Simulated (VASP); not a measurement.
# Ni (Pm-3n) in VASP: notebook

Runs on Ni. Level: PBE. Tasks: single point, relaxation of cell and atoms.

All numbers are computed with VASP 6.6.1; they aren't measurements. Logs are shortened: lines on timing, memory, paths and dates and some standing lists are left out, and cuts for length are marked.

**1. The cell of the first run**

Symmetry: Pm-3n, No. 223, cubic system. The conventional cell has a = 4.462 Å, b = 4.462 Å, c = 4.462 Å, α = 90.00°, β = 90.00°, γ = 90.00°. Within 3.3 Å of Ni (site symmetry m-3) lie 12 Ni at 2.49 Å. Ni (site symmetry -4m2) has 14 Ni at 2.23 to 2.73 Å within 3.0 Å.

**2. Single point, PBE**

The input, INCAR:

```
SYSTEM = Ni
PREC     = Accurate       ! precision mode
ENCUT    = 520            ! plane-wave cutoff, eV
EDIFF    = 1E-6           ! SCF threshold, eV
ISMEAR   = -1             ! smearing method
SIGMA    = 0.1            ! smearing width, eV
LREAL    = .FALSE.        ! projectors in reciprocal space
LASPH    = .TRUE.         ! aspherical terms in the spheres
NELM     = 80             ! most SCF steps
ALGO     = Normal         ! electronic algorithm
ISIF     = 2              ! what is computed and relaxed
LWAVE    = .FALSE.        ! write WAVECAR
LCHARG   = .FALSE.        ! write CHGCAR
GGA      = PE             ! functional
NBANDS   = 50             ! bands
```

The input, KPOINTS:

```
regular mesh
0
G
  6 6 6
  0 0 0
```

The input, POSCAR:

```
Ni
1.0
    4.4615525767      0.0000000000      0.0000000000
    0.0000000000      4.4615525767      0.0000000000
    0.0000000000      0.0000000000      4.4615525767
Ni
8
Direct
    1.0000000000      0.0000000000      0.0000000000
    0.5000000000      0.5000000000      0.5000000000
    0.2500000000      1.0000000000      0.5000000000
    0.7500000000      0.0000000000      0.5000000000
    0.5000000000      0.2500000000      0.0000000000
    0.5000000000      0.7500000000      1.0000000000
    0.0000000000      0.5000000000      0.2500000000
    0.0000000000      0.5000000000      0.7500000000
```

Potentials or basis: VASP PAW PBE potentials, release 64 (Ni).

Launch:

```sh
cat potpaw_PBE.64/Ni/POTCAR > POTCAR
mpirun -np 1 vasp_std > vasp.out
```

OUTCAR:

```text
SYSTEM = Ni
   PREC = Accurate
   ENCUT = 520
   EDIFF = 1E-6
   ISMEAR = -1
   LREAL = .FALSE.
   LASPH = .TRUE.
   NELM = 80
   ISIF = 2
   GGA = PE

 ion  position               nearest neighbor table
   1  0.000  0.000  0.000-   3 2.49   4 2.49   5 2.49   6 2.49   7 2.49   8 2.49   3 2.49   4 2.49
                             7 2.49   8 2.49   5 2.49   6 2.49
   2  0.500  0.500  0.500-   3 2.49   4 2.49   5 2.49   6 2.49   7 2.49   8 2.49   5 2.49   6 2.49
                             3 2.49   4 2.49   7 2.49   8 2.49
   3  0.250  0.000  0.500-   4 2.23   4 2.23   1 2.49   1 2.49   2 2.49   2 2.49   5 2.73   6 2.73
                             6 2.73   5 2.73   8 2.73   7 2.73   8 2.73   7 2.73
   4  0.750  0.000  0.500-   3 2.23   3 2.23   1 2.49   1 2.49   2 2.49   2 2.49   5 2.73   6 2.73
                             6 2.73   5 2.73   8 2.73   7 2.73   8 2.73   7 2.73
   5  0.500  0.250  0.000-   6 2.23   6 2.23   1 2.49   2 2.49   2 2.49   1 2.49   3 2.73   4 2.73
                             3 2.73   4 2.73   8 2.73   7 2.73   7 2.73   8 2.73
   6  0.500  0.750  0.000-   5 2.23   5 2.23   1 2.49   2 2.49   2 2.49   1 2.49   3 2.73   4 2.73
                             3 2.73   4 2.73   8 2.73   7 2.73   7 2.73   8 2.73
   7  0.000  0.500  0.250-   8 2.23   8 2.23   1 2.49   2 2.49   1 2.49   2 2.49   3 2.73   4 2.73
                             5 2.73   3 2.73   4 2.73   6 2.73   5 2.73   6 2.73
   8  0.000  0.500  0.750-   7 2.23   7 2.23   1 2.49   2 2.49   1 2.49   2 2.49   3 2.73   4 2.73
                             5 2.73   3 2.73   4 2.73   6 2.73   5 2.73   6 2.73

  LATTYP: Found a simple cubic cell.
 ALAT       =     4.4615525767

  Lattice vectors:

 A1 = (   4.4615525767,   0.0000000000,   0.0000000000)
 A2 = (   0.0000000000,   4.4615525767,   0.0000000000)
 A3 = (   0.0000000000,   0.0000000000,   4.4615525767)

Analysis of symmetry for initial positions (statically):
=====================================================================
 Subroutine PRICEL returns:
 Original cell was already a primitive cell.

 Routine SETGRP: Setting up the symmetry group for a
 simple cubic supercell.

 Subroutine GETGRP returns: Found 48 space group operations
 (whereof 24 operations were pure point group operations)
 out of a pool of 48 trial point group operations.

The static configuration has the point symmetry T_h .
 The point group associated with its full space group is O_h .

Analysis of symmetry for dynamics (positions and initial velocities):
=====================================================================
 Subroutine PRICEL returns:
 Original cell was already a primitive cell.

 Routine SETGRP: Setting up the symmetry group for a
 simple cubic supercell.

 Subroutine GETGRP returns: Found 48 space group operations
 (whereof 24 operations were pure point group operations)
 out of a pool of 48 trial point group operations.

The dynamic configuration has the point symmetry T_h .
 The point group associated with its full space group is O_h .

 Subroutine INISYM returns: Found 48 space group operations
 (whereof 24 operations are pure point group operations),
 and found     1 'primitive' translations

----------------------------------------------------------------------------------------

                                     Primitive cell

  volume of cell :      88.8092

  direct lattice vectors                    reciprocal lattice vectors
     4.461552577  0.000000000  0.000000000     0.224137222  0.000000000  0.000000000
     0.000000000  4.461552577  0.000000000     0.000000000  0.224137222  0.000000000
     0.000000000  0.000000000  4.461552577     0.000000000  0.000000000  0.224137222

  length of vectors
     4.461552577  4.461552577  4.461552577     0.224137222  0.224137222  0.224137222

  position of ions in fractional coordinates (direct lattice)
     0.000000000  0.000000000  0.000000000
     0.500000000  0.500000000  0.500000000
     0.250000000  0.000000000  0.500000000
     0.750000000  0.000000000  0.500000000
     0.500000000  0.250000000  0.000000000
     0.500000000  0.750000000  0.000000000
     0.000000000  0.500000000  0.250000000
     0.000000000  0.500000000  0.750000000

  ion indices of the primitive-cell ions
   primitive index   ion index
                 1           1
                 2           2
                 3           3
                 4           4
                 5           5
                 6           6
                 7           7
                 8           8

----------------------------------------------------------------------------------------

 KPOINTS: regular mesh

Automatic generation of k-mesh.
 Grid dimensions read from file:
 generate k-points for:    6    6    6

 Generating k-lattice:

  Cartesian coordinates                     Fractional coordinates (reciprocal lattice)
     0.037356204  0.000000000  0.000000000     0.166666667  0.000000000  0.000000000
[... 44 lines left out ...]
   LREAL  =      F    real-space projection
   EDIFFG = 0.1E-04   stopping-criterion for IOM
   NSW    =      0    number of steps for IOM
   IBRION =     -1    ionic relax: 0-MD 1-quasi-New 2-CG
   NFREE  =      0    steps in history (QN), initial steepest desc. (CG)
   ISIF   =      2    stress and relaxation
   ISYM   =      2    0-nonsym 1-usesym 2-fastsym
   POTIM  = 0.5000    time-step for ionic-motion
   TEBEG  =    0.0;   TEEND  =   0.0 temperature during run
   PSTRESS=    0.0 pullay stress
   NELECT =      80.0000    total number of electrons
   NUPDOWN=      -1.0000    fix difference up-down
   EMIN   =  10.00;   EMAX   =-10.00  energy-range for DOS
   EFERMI =   0.00;   METHOD = LEGACY
   ISMEAR =    -1;   SIGMA  =   0.10  broadening in eV -4-tet -1-fermi 0-gaus
   EFERMI_NEDOS =   21; number of points for ismear=-14 and -15
   IALGO  =     38    algorithm
   IMIX   =      4    mixing-type and parameters
     AMIX     =   0.40;   BMIX     =  1.00
     AMIX_MAG =   1.60;   BMIX_MAG =  1.00
  volume/ion in A,a.u.               =      11.10        74.91
  Fermi-wavevector in a.u.,A,eV,Ry     =   1.581074  2.987796 34.011768  2.499794
  Thomas-Fermi vector in A             =   2.681205
   LORBIT       =      0    0 simple, 1 ext, 2 COOP (PROOUT), +10 PAW based schemes
   GGA     = PE    functional components
   LHFCALC =     F    Hartree Fock is set to
   AEXX    =    0.0000 exact exchange contribution
   IVDW    =     0    specifies the selected vdW correction
   LEPSILON=     F    determine dielectric tensor
   LRPA    =     F    only Hartree local field effects (RPA)
 non-spin polarized calculation
  energy-cutoff  :      520.00
  volume of cell :       88.81
 maximum number of plane-waves:      2440
 NGX is ok and might be reduce to    36
   NGX = 17   NGY = 17   NGZ = 17

 number of electron      79.9999938 magnetization

 Free energy of the ion-electron system (eV)
  ---------------------------------------------------
  ext. energy  EPLUGINS =         0.00000000
  ---------------------------------------------------
  free energy    TOTEN  =       -42.77594183 eV

  energy without entropy =      -42.10234935  energy(sigma->0) =      -42.43914559

 E-fermi :   8.9565     XC(G=0): -13.1210

 val. band max:        8.9519747075   @ k =   0.3333   0.1667   0.1667
 cond. band min:       8.9597798859   @ k =   0.0000   0.0000   0.0000
 fundamental gap:      0.0078051784
 Fermi energy:         8.9565075767

 k-point     1 :       0.0000    0.0000    0.0000
  band No.  band energies     occupation
      1       0.2162      2.00000
      2       4.5057      2.00000
      3       4.5057      2.00000
      4       5.1127      2.00000
      5       5.5864      2.00000
      6       5.5864      2.00000
[... 42 lines left out ...]
     49      17.2705      0.00000
     50      17.2705      0.00000

 k-point     2 :       0.1667    0.0000    0.0000
  band No.  band energies     occupation
      1       0.4406      2.00000
      2       4.2748      2.00000
      3       4.6387      2.00000
      4       4.8464      2.00000
      5       5.5390      2.00000
      6       5.5390      2.00000
[... 946 lines left out ...]
 k-point    20 :       0.5000    0.5000    0.5000
  band No.  band energies     occupation
      1       4.7016      2.00000
      2       4.7016      2.00000
      3       4.7016      2.00000
      4       4.7016      2.00000
      5       4.7016      2.00000
      6       4.7016      2.00000
[... 42 lines left out ...]
     49      23.3126      0.00000
     50      23.3156      0.00000

------------------------ aborting loop because EDIFF is reached ----------------------------------------

  FORCE on cell =-STRESS in cart. coord.  units (eV):
  Direction    XX          YY          ZZ          XY          YZ          ZX
  --------------------------------------------------------------------------------------
  -------------------------------------------------------------------------------------
  Total       -0.0179666     -0.0179666     -0.0179666     -0.0000000     -0.0000000     -0.0000000
  in kB       -0.3241292     -0.3241292     -0.3241292     -0.0000000     -0.0000000     -0.0000000
  external PRESSURE =      -0.3241292 kB  Pullay stress =       0.0000000 kB

 VOLUME and BASIS-vectors are now :
 -----------------------------------------------------------------------------
  energy-cutoff  :      520.00
  volume of cell :       88.81
      direct lattice vectors                 reciprocal lattice vectors
     4.461552577  0.000000000  0.000000000     0.224137222  0.000000000  0.000000000
     0.000000000  4.461552577  0.000000000     0.000000000  0.224137222  0.000000000
     0.000000000  0.000000000  4.461552577     0.000000000  0.000000000  0.224137222

 POSITION                                       TOTAL-FORCE (eV/Angst)
 -----------------------------------------------------------------------------------
      0.00000      0.00000      0.00000         0.000000      0.000000      0.000000
      2.23078      2.23078      2.23078         0.000000      0.000000      0.000000
      1.11539      0.00000      2.23078         0.000000      0.000000     -0.000000
      3.34616      0.00000      2.23078        -0.000000      0.000000     -0.000000
      2.23078      1.11539      0.00000         0.000000     -0.000000     -0.000000
      2.23078      3.34616      0.00000        -0.000000      0.000000      0.000000
      0.00000      2.23078      1.11539        -0.000000     -0.000000      0.000000
      0.00000      2.23078      3.34616         0.000000     -0.000000     -0.000000
 -----------------------------------------------------------------------------------
    total drift:                                0.000000      0.000000     -0.000000

  FREE ENERGIE OF THE ION-ELECTRON SYSTEM (eV)
  ---------------------------------------------------
  free  energy   TOTEN  =       -42.7759418320 eV

  energy  without entropy=      -42.1023493505  energy(sigma->0) =      -42.43914559
```

It took 2.6 min on 1 thread of Intel Xeon 8259CL, shared host; peak memory 0.23 GiB.

What came out:

- Free energy: -42.7759 eV
- Pressure: 0.0 GPa
- Band gap on the k mesh: zero (bands 40 and 41 overlap by 0.13 eV)

Caveat: the run has no spin polarisation, though such a crystal can be magnetic. Spin polarisation is off, so any magnetic state and its effect on volume and gap are missing.

**3. Single point, PBE**

The input, INCAR:

```
SYSTEM = Ni
PREC = Accurate ; ENCUT = 520
EDIFF = 1E-6 ; ISMEAR = -1
SIGMA = 0.1 ; LREAL = .False.
LASPH = .True. ; NELM = 80
ALGO = Normal ; ISIF = 2
LWAVE = .False. ; LCHARG = .True.
GGA = PE ; LELF = .True.
LVHAR = .True. ; NBANDS = 50
```

The input, KPOINTS:

```
regular mesh
0
Gamma
  8 8 8
  0 0 0
```

POSCAR is that of step 2.

Potentials or basis: VASP PAW PBE potentials, release 64 (Ni).

Launch:

```sh
cat potpaw_PBE.64/Ni/POTCAR > POTCAR
mpirun -np 1 vasp_std > vasp.out
```

It took 3.3 min on 1 thread of Intel Xeon 8259CL, shared host; peak memory 0.26 GiB.

Results (log left out):

| Property | Result |
| --- | --- |
| Free energy | -42.7664 eV |
| Pressure | 0.0 GPa |
| Band gap on the k mesh | zero (bands 40 and 41 overlap by 0.17 eV) |

Levels at points of the mesh, in eV from the Fermi level:
```
           k point  band 39  band 40  band 41  band 42  band 43  band 44
(0.00, 0.00, 0.00)     0.00     0.00     0.00     1.44     1.44     1.44
(0.50, 0.00, 0.00)    -0.01    -0.01     0.24     0.24     2.15     2.15
(0.50, 0.50, 0.00)    -0.14    -0.12     0.04     0.11     0.11     0.31
(0.50, 0.50, 0.50)    -0.27    -0.27     0.61     0.61     0.61     0.61
```

Caveat: the run has no spin polarisation, though such a crystal can be magnetic. Spin polarisation is off, so any magnetic state and its effect on volume and gap are missing.

**4. Relaxation of cell and atoms, PBE**

This run uses another cell than the first one, of 10.94 Å³/atom.

The input, INCAR:

```
SYSTEM = Ni
PREC = Accurate
ENCUT = 600
EDIFF = 1E-6
ISMEAR = -1
SIGMA = 0.1
LREAL = .False.
LASPH = .True.
NELM = 60
ALGO = Normal
ISIF = 3
LWAVE = .False.
LCHARG = .False.
GGA = PE
IBRION = 2
NSW = 80
EDIFFG = -0.01
```

The input, KPOINTS:

```
regular mesh
0
Gamma
  6 6 6
  0 0 0
```

The input, POSCAR:

```
Ni
1.0
    4.4398105893      0.0000000000      0.0000000000
    0.0000000000      4.4398105893      0.0000000000
    0.0000000000      0.0000000000      4.4398105893
Ni
8
Direct
    0.0000000000      0.0000000000      0.0000000000
    0.5000000000      0.5000000000      0.5000000000
    0.2500000000      0.0000000000      0.5000000000
    0.7500000000      0.0000000000      0.5000000000
    0.5000000000      0.2500000000      0.0000000000
    0.5000000000      0.7500000000      0.0000000000
    0.0000000000      0.5000000000      0.2500000000
    0.0000000000      0.5000000000      0.7500000000
```

Launch:

```sh
cat potpaw_PBE.64/Ni/POTCAR > POTCAR
mpirun -np 1 vasp_std > vasp.out
```

Wall time 4.2 min (1 thread of Intel Xeon 8259CL, shared host); peak memory 0.25 GiB.

It converged, with:

| Quantity | Value |
| --- | --- |
| Free energy | -42.7730 eV |
| Relaxed volume | 11.09 Å³/atom |
| Relaxed cell | a = 4.461 Å, b = 4.461 Å, c = 4.461 Å, α = 90.00°, β = 90.00°, γ = 90.00° |
| Space group after relaxing (to 0.1 Å) | Pm-3n (No. 223) |
| Energy gained by relaxing | 1.3 meV/atom |
| Ionic steps | 3 |
| Pressure after relaxing | 0.1 GPa |
| Band gap on the k mesh | zero (bands 40 and 41 overlap by 0.13 eV) |

Step by step:
```csv
step,energy change (eV),largest force (eV/Å),pressure (GPa),volume (Å³)
1,0.0000,0.0000,2.73,87.52
2,-0.0021,0.0000,-2.23,89.90
3,-0.0104,0.0000,0.05,88.75
```

Final structure:
```xyz
8
Lattice="4.4606 0.0000 0.0000 0.0000 4.4606 0.0000 0.0000 0.0000 4.4606" Properties=species:S:1:pos:R:3 pbc="T T T"
Ni    0.0000    0.0000    0.0000
Ni    2.2303    2.2303    2.2303
Ni    1.1151    0.0000    2.2303
Ni    3.3454    0.0000    2.2303
Ni    2.2303    1.1151    0.0000
Ni    2.2303    3.3454    0.0000
Ni    0.0000    2.2303    1.1151
Ni    0.0000    2.2303    3.3454
```

Levels at points of the mesh, in eV from the Fermi level:
```csv
k point,band 37,band 38,band 39,band 40,band 41,band 42,band 43,band 44
"(0.00, 0.00, 0.00)",-0.19,-0.19,0.00,0.00,0.00,1.44,1.44,1.44
"(0.50, 0.00, 0.00)",-0.33,-0.33,-0.01,-0.01,0.24,0.24,2.15,2.15
"(0.50, 0.50, 0.00)",-0.29,-0.14,-0.14,-0.12,0.04,0.11,0.11,0.30
"(0.50, 0.50, 0.50)",-0.27,-0.27,-0.27,-0.27,0.61,0.61,0.61,0.61
```

Caveat: the run has no spin polarisation, though such a crystal can be magnetic.

**5. Single point, PBE, collinear spin, ferromagnetic start**

This run uses another cell than the first one, of 11.14 Å³/atom.

The input, INCAR:

```
PREC     = Accurate       # precision mode
ENCUT    = 520            # plane-wave cutoff, eV
EDIFF    = 1E-7           # SCF threshold, eV
ISMEAR   = -1             # smearing method
SIGMA    = 0.05           # smearing width, eV
LREAL    = False          # projectors in reciprocal space
LASPH    = True           # aspherical terms in the spheres
NELM     = 150            # most SCF steps
ALGO     = Normal         # electronic algorithm
ISIF     = 2              # what is computed and relaxed
LWAVE    = False          # write WAVECAR
LCHARG   = True           # write CHGCAR
ISPIN    = 2              # spin polarisation
MAGMOM   = 0.8 0.8 0.8 0.8 0.8 0.8 0.8 0.8 # initial moments
LORBIT   = 11             # projections on sites
LMAXMIX  = 4              # l up to which the mixer works
GGA      = PE             # functional
LELF     = True           # ELF
LVHAR    = True         
NBANDS   = 54             # bands
```

The input, KPOINTS:

```
regular mesh
0
Gamma
  6 6 6
```

The input, POSCAR:

```
Ni
1.0
    4.4672663653      0.0000000000      0.0000000000
    0.0000000000      4.4672663653      0.0000000000
    0.0000000000      0.0000000000      4.4672663653
Ni
8
Direct
    0.0000000000      1.0000000000      0.0000000000
    0.5000000000      0.5000000000      0.5000000000
    0.2500000000      0.0000000000      0.5000000000
    0.7500000000      1.0000000000      0.5000000000
    0.5000000000      0.2500000000      1.0000000000
    0.5000000000      0.7500000000      0.0000000000
    0.0000000000      0.5000000000      0.2500000000
    0.0000000000      0.5000000000      0.7500000000
```

Launch:

```sh
cat potpaw_PBE.64/Ni/POTCAR > POTCAR
mpirun -np 1 vasp_std > vasp.out
```

Run time: 4 min. Hardware: 1 thread of Intel Xeon 8259CL, shared host; peak memory 0.31 GiB.

The run converged. Its results:

- Free energy: -42.7407 eV
- Pressure: -0.1 GPa
- Net moment: 4.53 μB per cell
- Site moments: Ni +0.58, +0.57 (each value once) μB
- Valence electrons inside the program's atomic spheres: Ni 9.29

Levels at points of the mesh, in eV from the Fermi level:
Spin up:
```
           k point  band 38  band 39  band 40  band 41  band 42  band 43  band 44  band 45  band 46  band 47
(0.00, 0.00, 0.00)    -0.67    -0.48    -0.48    -0.48     1.07     1.07     1.07     2.58     2.58     2.87
(0.50, 0.00, 0.00)    -0.80    -0.48    -0.48    -0.25    -0.25     1.88     1.88     2.38     2.38     4.34
(0.50, 0.50, 0.00)    -0.61    -0.61    -0.54    -0.46    -0.37    -0.37    -0.20     2.23     3.98     3.98
(0.50, 0.50, 0.50)    -0.74    -0.74    -0.74     0.22     0.22     0.22     0.22     0.22     0.22     0.41
```
Spin down:
| k point | band 34 | band 35 | band 36 | band 37 | band 38 | band 39 | band 40 | band 41 | band 42 | band 43 |
| --- | --- | --- | --- | --- | --- | --- | --- | --- | --- | --- |
| (0.00, 0.00, 0.00) | -0.26 | -0.26 | 0.02 | 0.02 | 0.02 | 0.20 | 0.20 | 0.20 | 1.55 | 1.55 |
| (0.50, 0.00, 0.00) | -0.21 | -0.18 | -0.18 | -0.16 | -0.16 | 0.18 | 0.18 | 0.46 | 0.46 | 2.15 |
| (0.50, 0.50, 0.00) | -0.37 | -0.16 | -0.16 | -0.08 | 0.01 | 0.04 | 0.04 | 0.23 | 0.29 | 0.29 |
| (0.50, 0.50, 0.50) | -0.14 | -0.14 | -0.14 | -0.09 | -0.09 | -0.09 | -0.09 | 0.73 | 0.73 | 0.73 |

**6. Overview**

```csv
task,spin,cell,k mesh,cutoff (eV),smearing,gap on the mesh (eV),pressure (GPa)
single point,off,"a = 4.462 Å, 8 atoms",6 × 6 × 6,520,fermi-dirac 0.1 eV,none,0.0
single point,off,"a = 4.462 Å, 8 atoms",8 × 8 × 8,520,fermi-dirac 0.1 eV,none,0.0
relaxation of cell and atoms,off,"relaxed from a = 4.440 Å, 8 atoms",6 × 6 × 6,600,fermi-dirac 0.1 eV,none,0.1
single point,"collinear, ferromagnetic start","a = 4.467 Å, 8 atoms",6 × 6 × 6,520,fermi-dirac 0.05 eV,none,-0.1
```

Alike in all rows: level PBE; potentials or basis VASP PAW PBE potentials, release 64 (Ni).

Total energies depend on the potentials used, so only differences within one code and one set of settings carry meaning.
